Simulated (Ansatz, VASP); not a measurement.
## One calculation of Te6Mo3H, two programs

```
Te Mo H
1.0
     3.43343    0.00000    0.00000
    -1.71672    2.97344    0.00000
     0.00000    0.00000   20.77043
Te Mo H
6 3 1
Direct
  0.00000 0.00000 0.91258
  0.33333 0.66667 0.59178
  0.33333 0.66667 0.23331
  0.33333 0.66667 0.76669
  0.33333 0.66667 0.40822
  0.00000 0.00000 0.08742
  0.00000 0.00000 0.67915
  0.00000 0.00000 0.32085
  0.33333 0.66667 0.00000
  0.53102 0.47385 0.91901
```

Alike in both runs: task single point; functional PBEsol; dispersion D3(BJ); k mesh 9 × 9 × 2; occupations gaussian, width 0.05 eV; no spin polarisation.

```csv
,VASP,Ansatz
version,VASP 6.6.1,Ansatz 0.2.0
potentials or method,"VASP PAW PBE potentials, release 64 (Te, Mo_sv, H), cutoff 400 eV","scalar-relativistic, plane waves, PAW"
valence electrons in the cell,79,139
```

VASP gave:

* gap on the k mesh at the Fermi level (eV): none
* pressure (GPa): 3.5
* traceless stress, the component that is largest in VASP (GPa): 3.23
* rms of the force components (eV/Å): 0.400

**Question.** What did Ansatz give for the same quantities?

**Answer.** gap on the k mesh at the Fermi level (eV): none; pressure (GPa): 3.6; traceless stress, the component that is largest in VASP (GPa): 3.17; rms of the force components (eV/Å): 0.391.

VASP's potentials were made for PBE, not for PBEsol, and Ansatz warns of the same on its side. Atom by atom the forces differ by 0.016 eV/Å (rms over components). A gap of «none» marks a metal or a gap that the smearing closes. VASP's potentials hold 79 valence electrons a cell and Ansatz's 139, so a difference there can come from the potentials and not from the codes.

Neither program's run includes spin-orbit coupling.
